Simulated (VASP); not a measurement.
## HfHF3: single point with PBE

HfHF3:

```
Hf H F
1.0
     4.30993    0.00000    0.00000
     0.00000    4.30993    0.00000
     0.00000    0.00000    3.07274
Hf H F
1 1 3
Cartesian
  0.0000 0.0000 2.1782
  2.1550 2.1550 1.4935
  0.0000 2.1550 2.1466
  2.1550 0.0000 2.1466
  2.1550 2.1550 0.5545
```

The cell was built from a structure type or drawn by symmetry, and may not be a known phase.

```
Program             : VASP 6.6.1
Task                : single point
Functional          : PBE
Potentials or basis : VASP PAW PBE potentials, release 64 (Hf_pv, H, F)
Cutoff              : 520 eV
k mesh              : 4 × 4 × 6
Occupations         : gaussian, width 0.1 eV
Spin                : no spin polarisation
```

```
Pressure               : -1.3 GPa
Largest force          : 0.290 eV/Å
Band gap on the k mesh : zero (bands 16 and 17 overlap by 1.25 eV)
```

Forces on the atoms (eV/Å):
```
Hf   0.000  0.000 -0.002
H    0.000  0.000  0.290
F    0.000  0.000  0.000
F    0.000  0.000  0.000
F    0.000  0.000 -0.289
```

Stress tensor (GPa, compression positive):
```
-2.01  0.00  0.00
 0.00 -2.01  0.00
 0.00  0.00  0.02
```

Levels at points of the mesh, in eV from the Fermi level:
```
           k point  band 13  band 14  band 15  band 16  band 17  band 18  band 19  band 20
(0.00, 0.00, 0.00)    -6.90    -6.29    -6.29    -3.69     0.06     0.97     2.39     2.39
(0.50, 0.00, 0.00)    -7.11    -6.99    -6.35    -3.21     1.20     2.40     2.43     2.59
(0.50, 0.50, 0.00)    -7.19    -7.19    -7.10    -3.18     1.83     3.17     3.17     4.35
(0.00, 0.00, 0.50)    -7.48    -7.43    -7.43    -0.84    -0.84     0.71     2.98     3.04
(0.50, 0.00, 0.50)    -7.39    -7.24    -6.47    -0.97     0.17     1.61     3.13     3.25
(0.50, 0.50, 0.50)    -7.01    -6.53    -6.53     0.35     0.35     2.46     2.56     5.91
```

Wall time 9.6 s on 1 thread of Intel(R) Xeon(R) 6975P-C (Granite Rapids), with other jobs on the host, peak memory 0.18 GiB.

Caveat: the k points lie up to 0.36 Å⁻¹ apart, too coarse for converged energies and pressures of a metal; spin-orbit coupling is left out, which moves the levels of the heavy elements.
